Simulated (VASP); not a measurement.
Crystal: Ge3S.

```xyz
8
Lattice="5.7845 0.0000 0.0000 -2.8922 5.0095 0.0000 0.0000 0.0000 5.3414" Properties=species:S:1:pos:R:3 pbc="T T T"
Ge   -1.9443    3.3676    2.6707
Ge   -0.9480    1.6419    0.0000
Ge    1.9443    3.3676    0.0000
Ge    3.8885    0.0000    2.6707
Ge    0.9480    1.6419    2.6707
Ge    1.8959    0.0000    0.0000
S     2.8922    1.6698    4.0060
S     0.0000    3.3397    1.3353
```

The cell was built from a structure type or drawn by symmetry, and may not be a known phase.

```yaml
Program: VASP 6.6.1
Task: relaxation of cell and atoms
Functional: PBE
Potentials_or_basis: VASP PAW PBE potentials, release 64 (Ge_d, S)
Cutoff: 600 eV
k_mesh: 3 × 3 × 4
Occupations: gaussian, width 0.1 eV
Spin: no spin polarisation
```

At the start: pressure 12.9 GPa; volume 19.35 Å³/atom.

**Question.** Where does the relaxation end?

**Answer.** Over 15 steps the energy falls by 404.7 meV/atom and the volume is 21.18 Å³/atom (+9.5 %); space group P6_322 (No. 182, to 0.1 Å) before and after.

The path:
| step | energy change (eV) | largest force (eV/Å) | pressure (GPa) | volume (Å³) |
| --- | --- | --- | --- | --- |
| 1 | 0.0000 | 1.6401 | 12.92 | 154.78 |
| 2 | -1.4420 | 0.5812 | -2.33 | 192.43 |
| 3 | -1.4584 | 0.6641 | -1.19 | 187.74 |
| 4 | -1.6310 | 0.6743 | -1.08 | 185.01 |
| 5 | -2.1601 | 0.7208 | -0.62 | 176.91 |
| 6 | -2.8626 | 0.1719 | 3.84 | 161.07 |
| 7 | -2.8582 | 0.1448 | 2.59 | 163.76 |
| 8 | -2.8702 | 0.0011 | 3.19 | 162.42 |
| 9 | -2.9774 | 0.1889 | 2.76 | 163.40 |
| 10 | -3.0465 | 0.5247 | 2.40 | 164.74 |
| 11 | -3.1463 | 0.3202 | 1.12 | 167.61 |
| 12 | -3.2150 | 0.0076 | -1.10 | 173.45 |
| 13 | -3.2155 | 0.0270 | -0.94 | 173.00 |
| 14 | -3.2289 | 0.0103 | -0.62 | 171.73 |
| 15 | -3.2379 | 0.0160 | 0.02 | 169.41 |

Final structure:
```xyz
8
Lattice="6.4190 0.0000 0.0000 -3.2095 5.5590 0.0000 0.0000 0.0000 4.7476" Properties=species:S:1:pos:R:3 pbc="T T T"
Ge    4.0321    4.1343    2.3738
Ge   -0.8226    1.4248    0.0000
Ge    2.3869    4.1343    0.0000
Ge    4.7739    0.0000    2.3738
Ge    0.8226    1.4248    2.3738
Ge   -1.5644    5.5590    0.0000
S     3.2095    1.8530    3.5607
S     0.0000    3.7060    1.1869
```

Caveat: the k points lie up to 0.38 Å⁻¹ apart in the final cell, too coarse for converged energies and pressures of a metal.
